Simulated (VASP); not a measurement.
# C in VASP: single point with PBE+D3(BJ)

Aim: the single point of C with PBE+D3(BJ).

Program: VASP 6.6.1. These are calculated values, not measurements. Logs are shortened: lines on timing, memory, paths and dates and some standing lists are left out, and cuts for length are marked.

### Step 1. The cell of the first run

The cell holds a slab with vacuum, 18 atoms: a = 7.398 Å, b = 7.398 Å, c = 12.000 Å, α = 90.00°, β = 90.00°, γ = 120.00°.

### Step 2. Single point, PBE+D3(BJ)

INCAR

```
PREC = Accurate ; ENCUT = 520
EDIFF = 1E-7 ; ISMEAR = -1
SIGMA = 0.05 ; LREAL = Auto
LASPH = T ; NELM = 60
ALGO = Normal ; ISIF = 2
LWAVE = F ; LCHARG = F
GGA = PE ; IVDW = 12
NBANDS = 51
```

KPOINTS

```
regular mesh
0
Gamma
  2 2 1
```

POSCAR

```
C
1.0
    7.3980000000      0.0000000000      0.0000000000
   -3.6990000000      6.4068560000      0.0000000000
    0.0000000000      0.0000000000     12.0000000000
C
18
Direct
    0.0233661306      0.0144532669      0.0533333333
    0.2501950183      0.1125825210      0.0596333333
    0.0406738323      0.3559624253      0.0515083333
    0.2518587253      0.4528118004      0.0561083333
    0.0388220544      0.6892148036      0.0557833333
    0.2602908707      0.7915739015      0.0711416667
    0.3618792305      0.0161077446      0.0552666667
    0.5761034057      0.1185761004      0.0572666667
    0.3732395663      0.3384499355      0.0623583333
    0.5890014493      0.4602413415      0.0650916667
    0.3595151236      0.6719364381      0.0601416667
    0.5932913177      0.7925572231      0.0653333333
    0.6964453766      0.0094898340      0.0644750000
    0.9208781763      0.1261305077      0.0560500000
    0.6922201805      0.3438347920      0.0621166667
    0.9309170737      0.4656730228      0.0542666667
    0.7069268731      0.6853595586      0.0646583333
    0.9281496700      0.7958505701      0.0502416667
```

Potentials or basis: VASP PAW PBE potentials, release 64 (C).

On the command line:

```console
$ cat potpaw_PBE.64/C/POTCAR > POTCAR
$ mpirun -np 1 vasp_std > vasp.out
```

OUTCAR:

```text
PREC = Accurate
   ENCUT = 520
   EDIFF = 1E-7
   ISMEAR = -1
   LREAL = Auto
   LASPH = T
   NELM = 60
   ISIF = 2
   GGA = PE
   IVDW = 12
 IVDW          = 12

 ion  position               nearest neighbor table
   1  0.023  0.014  0.053-  14 1.37  18 1.40   2 1.46
   2  0.250  0.113  0.060-   7 1.34   9 1.45   1 1.46
   3  0.041  0.356  0.052-   4 1.36  16 1.41  14 1.47
   4  0.252  0.453  0.056-   3 1.36  11 1.40   9 1.51
   5  0.039  0.689  0.056-  18 1.39   6 1.43  16 1.43
   6  0.260  0.792  0.071-  11 1.41   5 1.43   7 1.45
[... 10 lines left out ...]
  17  0.707  0.685  0.065-  12 1.42  18 1.43  10 1.44
  18  0.928  0.796  0.050-   5 1.39   1 1.40  17 1.43

  LATTYP: Found a hexagonal cell.
 ALAT       =     7.3980000000
 C/A-ratio  =     1.6220600162

  Lattice vectors:

 A1 = (   7.3980000000,   0.0000000000,   0.0000000000)
 A2 = (  -3.6990000000,   6.4068560000,   0.0000000000)
 A3 = (   0.0000000000,   0.0000000000,  12.0000000000)

Analysis of symmetry for initial positions (statically):
=====================================================================
 Subroutine PRICEL returns:
 Original cell was already a primitive cell.

 Routine SETGRP: Setting up the symmetry group for a
 hexagonal supercell.

 Subroutine GETGRP returns: Found  1 space group operations
 (whereof  1 operations were pure point group operations)
 out of a pool of 24 trial point group operations.

The static configuration has the point symmetry C_1 .

Analysis of symmetry for dynamics (positions and initial velocities):
=====================================================================
 Subroutine PRICEL returns:
 Original cell was already a primitive cell.

 Routine SETGRP: Setting up the symmetry group for a
 hexagonal supercell.

 Subroutine GETGRP returns: Found  1 space group operations
 (whereof  1 operations were pure point group operations)
 out of a pool of 24 trial point group operations.

The dynamic configuration has the point symmetry C_1 .

 Subroutine INISYM returns: Found  1 space group operations
 (whereof  1 operations are pure point group operations),
 and found     1 'primitive' translations

[... 105 lines left out ...]
   EDIFF  = 0.1E-06   stopping-criterion for ELM
   LREAL  =      T    real-space projection
   EDIFFG = 0.1E-05   stopping-criterion for IOM
   NSW    =      0    number of steps for IOM
   IBRION =     -1    ionic relax: 0-MD 1-quasi-New 2-CG
   NFREE  =      0    steps in history (QN), initial steepest desc. (CG)
   ISIF   =      2    stress and relaxation
   ISYM   =      2    0-nonsym 1-usesym 2-fastsym
   POTIM  = 0.5000    time-step for ionic-motion
   TEBEG  =    0.0;   TEEND  =   0.0 temperature during run
   PSTRESS=    0.0 pullay stress
   NELECT =      72.0000    total number of electrons
   NUPDOWN=      -1.0000    fix difference up-down
   EMIN   =  10.00;   EMAX   =-10.00  energy-range for DOS
   EFERMI =   0.00;   METHOD = LEGACY
   ISMEAR =    -1;   SIGMA  =   0.05  broadening in eV -4-tet -1-fermi 0-gaus
   EFERMI_NEDOS =   21; number of points for ismear=-14 and -15
   IALGO  =     38    algorithm
   IMIX   =      4    mixing-type and parameters
     AMIX     =   0.40;   BMIX     =  1.00
     AMIX_MAG =   1.60;   BMIX_MAG =  1.00
  volume/ion in A,a.u.               =      31.60       213.24
  Fermi-wavevector in a.u.,A,eV,Ry     =   0.822001  1.553356  9.193253  0.675685
  Thomas-Fermi vector in A             =   1.933259
   LORBIT       =      0    0 simple, 1 ext, 2 COOP (PROOUT), +10 PAW based schemes
   GGA     = PE    functional components
   LHFCALC =     F    Hartree Fock is set to
   AEXX    =    0.0000 exact exchange contribution
   IVDW    =    12    specifies the selected vdW correction
   LEPSILON=     F    determine dielectric tensor
   LRPA    =     F    only Hartree local field effects (RPA)
 non-spin polarized calculation
  energy-cutoff  :      520.00
  volume of cell :      568.78
 maximum number of plane-waves:     15363
 NGX is ok and might be reduce to    56
   NGX = 27   NGY = 27   NGZ = 45

 number of electron      72.0000001 magnetization

 Free energy of the ion-electron system (eV)
  ---------------------------------------------------
  ext. energy  EPLUGINS =         0.00000000
  ---------------------------------------------------
  free energy    TOTEN  =      -164.11183790 eV

  energy without entropy =     -164.10570474  energy(sigma->0) =     -164.10877132

 E-fermi :  -1.7427     XC(G=0):  -3.5831

 val. band max:       -1.9251714033   @ k =   0.0000   0.0000   0.0000
 cond. band min:      -1.5595741990   @ k =   0.0000   0.0000   0.0000
 fundamental gap:      0.3655972043
 Fermi energy:        -1.7426626593

 k-point     1 :       0.0000    0.0000    0.0000
  band No.  band energies     occupation
      1     -21.2859      2.00000
      2     -19.0642      2.00000
      3     -18.9115      2.00000
      4     -18.7631      2.00000
      5     -18.6020      2.00000
      6     -18.5492      2.00000
[... 193 lines left out ...]
     47       4.0871      0.00000
     48       4.3097      0.00000
 [bands above 48 left out]

------------------------ aborting loop because EDIFF is reached ----------------------------------------

 Edisp (eV)   -1.59434

 E8    (eV) :    -0.4968

  FORCE on cell =-STRESS in cart. coord.  units (eV):
  Direction    XX          YY          ZZ          XY          YZ          ZX
  --------------------------------------------------------------------------------------
  -------------------------------------------------------------------------------------
  Total       4.85010     1.50697    -0.98306    -1.34874     0.36275    -0.19954
  in kB      13.66221     4.24497    -2.76918    -3.79925     1.02183    -0.56208
  external pressure =        5.05 kB  Pullay stress =        0.00 kB

 VOLUME and BASIS-vectors are now :
 -----------------------------------------------------------------------------
  energy-cutoff  :      520.00
  volume of cell :      568.78
      direct lattice vectors                 reciprocal lattice vectors
     7.398000000  0.000000000  0.000000000     0.135171668  0.078041398  0.000000000
    -3.699000000  6.406856000  0.000000000     0.000000000  0.156082796  0.000000000
     0.000000000  0.000000000 12.000000000     0.000000000  0.000000000  0.083333333

 POSITION                                       TOTAL-FORCE (eV/Angst)
 -----------------------------------------------------------------------------------
      0.11940      0.09260      0.64000         3.079273     -0.248842      0.158428
      1.43450      0.72130      0.71560        -2.600025      4.398090     -0.610678
     -1.01580      2.28060      0.61810        -1.965834     -2.636321      0.513360
      0.18830      2.90110      0.67330         2.952393      0.721707      0.195581
     -2.26220      4.41570      0.66940         1.933417     -2.030461      0.622906
     -1.00240      5.07150      0.85370        -1.544273     -0.680936     -2.561484
[... 10 lines left out ...]
      2.69470      4.39100      0.77590        -0.409966     -0.391163     -0.872690
      3.92260      5.09890      0.60290        -2.913789     -0.176360      1.174349
 -----------------------------------------------------------------------------------
    total drift:                               -0.002431     -0.001751     -0.005870

  FREE ENERGIE OF THE ION-ELECTRON SYSTEM (eV)
  ---------------------------------------------------
  free  energy   TOTEN  =      -165.7061819519 eV

  energy  without entropy=     -165.7000487873  energy(sigma->0) =     -165.70311537
```

OSZICAR:

```text
N       E                     dE             d eps       ncg     rms          rms(c)
DAV:   1     0.596331465781E+03    0.59633E+03   -0.28716E+04   416   0.111E+03
DAV:   2    -0.794702665158E+02   -0.67580E+03   -0.65175E+03   610   0.268E+02
DAV:   3    -0.172805180696E+03   -0.93335E+02   -0.92920E+02   472   0.104E+02
[... 14 lines left out ...]
DAV:  18    -0.164111818939E+03   -0.64104E-04   -0.43450E-06   435   0.485E-03    0.630E-04
DAV:  19    -0.164111835463E+03   -0.16524E-04   -0.10256E-06   366   0.212E-03    0.305E-04
DAV:  20    -0.164111837208E+03   -0.17452E-05   -0.42471E-08   344   0.623E-04    0.102E-04
DAV:  21    -0.164111837871E+03   -0.66239E-06   -0.24686E-08   289   0.382E-04    0.346E-05
DAV:  22    -0.164111837901E+03   -0.30607E-07   -0.21331E-10   384   0.163E-04
   1 F= -.16570618E+03 E0= -.16570312E+03  d E =-.613316E-02
```

Wall time 4.2 min (1 thread of Intel Xeon 6975P-C, shared host); peak memory 0.56 GiB.

Results:

| Item | Value |
| --- | --- |
| Free energy | -165.7062 eV |
| Largest force | 5.146 eV/Å |
| Band gap on the k mesh | 0.37 eV |
| Dispersion energy per atom | -0.089 eV |

Forces in eV/Å, atoms in the order of the input:
```
C    3.079 -0.249  0.158
C   -2.600  4.398 -0.611
C   -1.966 -2.636  0.513
C    2.952  0.722  0.196
C    1.933 -2.030  0.623
C   -1.544 -0.681 -2.561
C    2.548 -3.505  1.494
C    2.513  2.596  0.499
C   -3.975  0.362 -0.355
C    1.263 -0.819 -0.010
C    1.836  1.947  1.124
C   -0.838 -1.338 -0.116
C   -0.450  1.515 -0.926
C   -1.689  0.499  0.186
C    2.570  0.542 -0.867
C   -2.309 -0.755  0.351
C   -0.410 -0.391 -0.873
C   -2.914 -0.176  1.174
```

Caveat: the k points lie up to 0.49 Å⁻¹ apart.
